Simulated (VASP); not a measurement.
# AgCl: single point with PBEsol

The system is AgCl.

```
Ag Cl
1.0
     3.36077    0.03009    0.03009
     0.03009    3.36077    0.03009
     0.03009    0.03009    3.36077
Ag Cl
1 1
Cartesian
  0.0000 0.0000 0.0000
  1.7105 1.7105 1.7105
```

```json
{
  "Program": "VASP 6.6.1",
  "Task": "single point",
  "Functional": "PBEsol",
  "Potentials or basis": "VASP PAW PBE potentials, release 64 (Ag, Cl)",
  "Cutoff": "520 eV",
  "k mesh": "12 × 12 × 12",
  "Occupations": "gaussian, width 0.05 eV",
  "Spin": "no spin polarisation"
}
```

```yaml
Pressure: -1.7 GPa
Band_gap_on_the_k_mesh: 0.38 eV, indirect (least direct gap 2.10 eV)
```

Stress tensor (GPa, compression positive):
```
-1.67  0.24  0.24
 0.24 -1.67  0.24
 0.24  0.24 -1.67
```

Levels at points of the mesh, in eV from the valence-band top:
```
           k point  band 7  band 8  band 9  band 10  band 11  band 12
(0.00, 0.00, 0.00)   -1.84   -1.84   -1.72     0.38     9.16     9.16
(0.50, 0.00, 0.00)   -1.60   -0.12    0.00     4.68     5.68     8.94
(0.50, 0.50, 0.00)   -2.32   -1.66   -1.09     2.56     8.88     9.08
(0.50, 0.50, 0.50)   -0.32   -0.19   -0.19     4.19     4.43     4.43
```

Run time: 2.5 min on 1 thread of AMD EPYC 7571, on a shared host, peak memory 0.21 GiB.

Caveat: the PAW data sets were made with another functional, which shifts forces and pressure a little. A k mesh can miss the band edges.
